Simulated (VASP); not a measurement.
# Ru: single point with PBE

The system is Ru.

```
Ru
1.0
     0.00000    1.90566    1.90566
     1.90566    0.00000    1.90566
     1.90566    1.90566    0.00000
Ru
1
Direct
  0.00000 0.00000 0.00000
```

```json
{"Program": "VASP 6.6.1", "Task": "single point", "Functional": "PBE", "Potentials or basis": "VASP PAW PBE potentials, release 64 (Ru_pv)", "Cutoff": "520 eV", "k mesh": "25 × 25 × 25", "Occupations": "fermi-dirac, width 0.0612256 eV", "Spin": "no spin polarisation"}
```

```json
{
 "Pressure": "-0.2 GPa",
 "Band gap on the k mesh": "zero (band 7 reaches 14.56 eV, above the bottom of band 8 at 11.09 eV)"
}
```

Levels at points of the mesh, in eV from the Fermi level:
| k point | band 5 | band 6 | band 7 | band 8 | band 9 | band 10 |
| --- | --- | --- | --- | --- | --- | --- |
| (0.00, 0.00, 0.00) | -2.49 | -2.49 | -2.49 | -0.12 | -0.12 | 10.57 |

Run time: 35 s on 1 thread of AMD EPYC 9R45 96-Core Processor (Zen 5) (shared host), peak memory 0.16 GiB.
